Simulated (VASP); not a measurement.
**BiB: single point with PBE**

Crystal: BiB.

```
B Bi
1.0
     3.88928    0.00000    0.00000
    -1.94464    3.36822    0.00000
     0.00000    0.00000    6.40611
B Bi
2 2
Direct
  0.33333 0.66667 0.00011
  0.66667 0.33333 0.50011
  0.33333 0.66667 0.37489
  0.66667 0.33333 0.87489
```

| Property | Result |
| --- | --- |
| Program | VASP 6.6.1 |
| Task | single point |
| Functional | PBE |
| Potentials or basis | VASP PAW PBE potentials, release 64 (B, Bi_d) |
| Cutoff | 520 eV |
| k mesh | 6 × 6 × 4 |
| Occupations | fermi-dirac, width 0.02 eV |
| Spin | no spin polarisation |
| Dipole correction | no |
| Further INCAR settings | ALGO = Normal; EDIFF = 1e-07; NBANDS = 26 |

* Pressure: -0.1 GPa
* Largest force: 0.003 eV/Å

Forces in eV/Å, atoms in the order of the input:
```
B    0.000  0.000 -0.003
B    0.000  0.000 -0.003
Bi   0.000  0.000  0.003
Bi   0.000  0.000  0.003
```

Stress tensor (GPa, compression positive):
```
 0.02  0.00  0.00
 0.00  0.02  0.00
 0.00  0.00 -0.32
```

Levels at points of the mesh, in eV from the Fermi level:
```csv
k point,band 15,band 16,band 17,band 18,band 19,band 20,band 21,band 22
"(0.00, 0.00, 0.00)",-1.71,-0.23,-0.02,-0.02,-0.01,0.19,2.50,2.50
"(0.50, 0.00, 0.00)",-5.04,-3.49,-3.09,-1.70,0.59,1.57,3.15,4.06
"(0.00, 0.00, 0.50)",-1.03,-1.03,-1.03,-1.03,0.67,0.67,3.61,3.61
"(0.50, 0.00, 0.50)",-2.81,-2.81,-2.74,-2.74,0.58,0.58,2.31,2.31
```

It took 42 s on 1 thread of Intel Xeon 6975P-C, on a shared host, peak memory 0.21 GiB.

Caveat: spin-orbit coupling is left out, which moves the levels of the heavy elements.
